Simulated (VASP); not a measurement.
Here is a VASP 6.6.1 calculation.

INCAR

```
PREC = Accurate ; ENCUT = 520
EDIFF = 1E-6 ; ISMEAR = -1
SIGMA = 0.1 ; LREAL = F
LASPH = T ; NELM = 100
ALGO = Normal ; ISIF = 2
LWAVE = F ; LCHARG = T
GGA = PS ; LELF = T
LVHAR = T ; NBANDS = 11
```

KPOINTS

```
regular mesh
0
Gamma
  12 12 12
```

Contents of POSCAR:

```
Hf
1.0
    2.7871818172      0.0000000000      0.0000000000
    0.0000000000      2.7871818172      0.0000000000
    0.0000000000      0.0000000000      2.7871818172
Hf
1
Direct
    0.0000000000      0.0000000000      0.0000000000
```

Potentials or basis: VASP PAW PBE potentials, release 64 (Hf_pv).

Command:

```console
$ cat potpaw_PBE.64/Hf_pv/POTCAR > POTCAR
$ mpirun -np 1 vasp_std > vasp.out
```

What does it give for the pressure?

7.6 GPa.

Estimate the band gap on the k mesh.

zero (bands 5 and 6 overlap by 2.81 eV).

Caveat: the cell stands under pressure; the PAW data sets were made with another functional, which shifts forces and pressure a little; spin-orbit coupling is left out, which moves the levels of the heavy elements.
